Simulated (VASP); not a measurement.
# Mg3S2O: relaxation of cell and atoms with PBE

The system is Mg3S2O.

```xyz
6
Lattice="5.4235 0.0000 0.0000 0.0000 5.4235 0.0000 0.0000 0.0000 4.4563" Properties=species:S:1:pos:R:3 pbc="T T T"
Mg    0.0000    2.7117    2.2282
Mg    2.7117    0.0000    2.2282
Mg    2.7117    2.7117    2.2282
S     2.7117    2.7117    0.0000
S     0.0000    0.0000    2.2282
O     0.0000    0.0000    0.0000
```

The cell was built from a structure type or drawn by symmetry, and may not be a known phase.

* Program: VASP 6.6.1
* Task: relaxation of cell and atoms
* Functional: PBE
* Potentials or basis: VASP PAW PBE potentials, release 64 (Mg, S, O)
* Cutoff: 600 eV
* k mesh: 8 × 8 × 8
* Occupations: gaussian, width 0.1 eV
* Spin: no spin polarisation
* Dipole correction: no
* Further INCAR settings: ALGO = Normal; EDIFF = 1e-06; IBRION = 2; EDIFFG = -0.01; NSW = 100; ISIF = 3

```json
{
 "Relaxed volume": "21.91 Å³/atom",
 "Relaxed cell": "a = 5.458 Å, b = 5.458 Å, c = 4.413 Å, α = 90.00°, β = 90.00°, γ = 90.00°",
 "Space group after relaxing (to 0.1 Å)": "P4/mmm (No. 123)",
 "Energy gained by relaxing": "1.8 meV/atom",
 "Ionic steps": "5",
 "Pressure after relaxing": "0.0 GPa",
 "Band gap on the k mesh": "zero (bands 12 and 13 overlap by 1.44 eV)"
}
```

The path:
```tsv
step	energy change (eV)	largest force (eV/Å)	pressure (GPa)	volume (Å³)
1	0.0000	0.0000	-0.28	131.08
2	-0.0097	0.0000	0.37	130.34
3	-0.0103	0.0000	0.23	130.48
4	-0.0109	0.0000	0.09	131.03
5	-0.0110	0.0000	-0.02	131.43
```

Final structure:
```
Mg S O
1.0
     5.45759    0.00000    0.00000
     0.00000    5.45759    0.00000
     0.00000    0.00000    4.41268
Mg S O
3 2 1
Direct
  0.00000 0.50000 0.50000
  0.50000 0.00000 0.50000
  0.50000 0.50000 0.50000
  0.50000 0.50000 0.00000
  0.00000 0.00000 0.50000
  0.00000 0.00000 0.00000
```

Levels at points of the mesh, in eV from the Fermi level:
```csv
k point,band 8,band 9,band 10,band 11,band 12,band 13,band 14,band 15,band 16
"(0.00, 0.00, 0.00)",-2.68,-2.68,-2.62,-0.47,-0.15,-0.15,3.19,3.19,3.21
"(0.50, 0.00, 0.00)",-3.93,-3.28,-0.76,-0.12,0.16,0.61,2.07,2.29,3.61
"(0.50, 0.50, 0.00)",-2.52,-2.52,-1.37,-0.27,-0.27,2.17,2.17,2.76,3.69
"(0.00, 0.00, 0.50)",-2.81,-1.14,-0.97,-0.97,-0.91,0.02,0.48,1.06,1.06
"(0.50, 0.00, 0.50)",-2.69,-1.64,-1.38,-1.16,-0.82,-0.61,0.12,1.77,2.97
"(0.50, 0.50, 0.50)",-3.23,-1.02,-0.90,-0.90,-0.71,0.63,0.63,1.27,3.71
```

Run time: 5.2 min on 1 thread of AMD EPYC 9R45 96-Core Processor (Zen 5), on a shared host, peak memory 0.4 GiB.
